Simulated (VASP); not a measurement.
Here is a VASP 6.6.1 calculation.

The input INCAR:

```
SYSTEM = Si62As
PREC = Accurate ; ENCUT = 400
EDIFF = 1E-6 ; ISMEAR = 0
SIGMA = 0.02 ; LREAL = Auto
LASPH = .True. ; NELM = 200
ALGO = Normal ; ISIF = 2
LWAVE = .False. ; LCHARG = .False.
ISPIN = 2 ; MAGMOM = 0 0 0 0 0 0 0 0 0 0 0 0 0 0 0 0 0 0 0 0 0 0 0 0 0 0 0 0 0 0 0 0 0.15 0 0 0 0 0 0 0 0 0 0 0 0 0 0 0 0 0 0 0 0 0 0 0 0 0 0 0 0 0 0
LORBIT = 11 ; GGA = PE
NBANDS = 168 ; GGA_COMPAT = .False.
```

File KPOINTS:

```
Automatic mesh
0
Gamma
  1 1 1
  0 0 0
```

The input POSCAR:

```
Si62As
1.0
   10.8600000000      0.0000000000      0.0000000000
    0.0000000000     10.8600000000      0.0000000000
    0.0000000000      0.0000000000     10.8600000000
Si As
62 1
Direct
    0.4966464088     -0.0087963168      0.0093065378
    0.6235937385      0.1222284530      0.1267384899
    0.7484945672      0.2475443831      0.0015081031
    0.8738564457      0.3735672192      0.1255214549
    0.7520332413      0.0020760589      0.2531178637
    0.8794011971      0.1291488950      0.3755848066
   -0.0022677716     -0.0012967772      0.0013692449
    0.1235123389      0.1244104052      0.1252767035
    0.2476964088      0.2477678637     -0.0001552486
    0.3746735727      0.3734177716      0.1229657459
    0.4992315838      0.4988134438     -0.0000069061
    0.6142332413      0.6229302947      0.1335163904
    0.7425160221      0.7469841621      0.0081191529
    0.8724918048      0.8739152855      0.1266339779
    0.2500220994     -0.0021805709      0.2513140884
    0.3748057090      0.1246036832      0.3745442910
    0.4996533149      0.2498267956      0.2499123389
    0.6239369245      0.3751383057      0.3753939227
    0.7474973297      0.5005011971      0.2517121547
    0.8748429098      0.6248887661      0.3747330571
    0.5003911602     -0.0011642726      0.4986696133
    0.6246133517      0.1235625230      0.6259944751
    0.7494276243      0.2495112339      0.5018466851
    0.8767814917      0.3755074586      0.6233125230
    0.7483568140     -0.0015224678      0.7528155617
    0.8747680479      0.1247207182      0.8748269797
   -0.0024172192      0.4973436464      0.0000037753
    0.1230471455      0.6246818600      0.1226993554
    0.2481089319      0.7493046041     -0.0006107735
    0.3720746777      0.8624349908      0.1346461326
    0.0059407919      0.2562300184      0.2528850829
    0.1358473297      0.3858677716      0.3721683241
    0.2616813076      0.5121914365      0.2442221915
    0.6268309392      0.8767215470      0.3737229282
   -0.0005928177     -0.0005205341      0.5022771639
    0.1256531308      0.1269128913      0.6233584715
    0.2510922652      0.2524839779      0.4986341621
    0.3770484346      0.3769316759      0.6228032228
    0.4997140884      0.5048047882      0.4946490792
    0.6234331492      0.6255868324      0.6229241252
    0.7487387661      0.7504211786      0.4986899632
    0.8734197974      0.8744315838      0.6260703499
    0.2509955801      0.0011427256      0.7485461326
    0.3762572744      0.1215647330      0.8782007366
    0.5005523941      0.2494597606      0.7526255064
    0.6282744936      0.3754942910      0.8740973297
    0.7509151013      0.5009092081      0.7484924494
    0.8724595764      0.6257083794      0.8773604972
   -0.0002194291      0.7497979742      0.2498711786
    0.1250247698      0.8742922652      0.3752768877
    0.0024946593      0.5009871087      0.4987659300
    0.1277553407      0.6269281768      0.6220680479
    0.2553732044      0.7501571823      0.4938011050
    0.3758123389      0.8736097606      0.6229048803
   -0.0001237569      0.2499776243      0.7500240331
    0.1252092081      0.3751573665      0.8734020258
    0.2502158379      0.5001474217      0.7483604972
    0.3743320442      0.6243957643      0.8745211786
    0.4999982505      0.7499888582      0.7507469613
    0.6234679558      0.8735220074      0.8786631676
   -0.0001285451      0.7505590239      0.7518422652
    0.1253795580      0.8783113260      0.8735922652
    0.4162693370      0.6678747698      0.3212802026
```

Potentials or basis: VASP PAW PBE potentials, release 64 (Si, As).

The run is started by

```sh
$ cat potpaw_PBE.64/Si/POTCAR potpaw_PBE.64/As/POTCAR > POTCAR
$ mpirun -np 1 vasp_gam > vasp.out
```

Task: What does it give for the site moments?

Result: Si +0.00, -0.00, +0.01, +0.03, +0.13 (each value once); As +0.00 μB.

Task: Predict the net moment.

Result: 1.00 μB per cell.

Stress tensor (GPa, compression positive):
```
1.67 0.37 0.23
0.37 1.59 0.15
0.23 0.15 1.61
```

Caveat: the k points lie up to 0.58 Å⁻¹ apart.
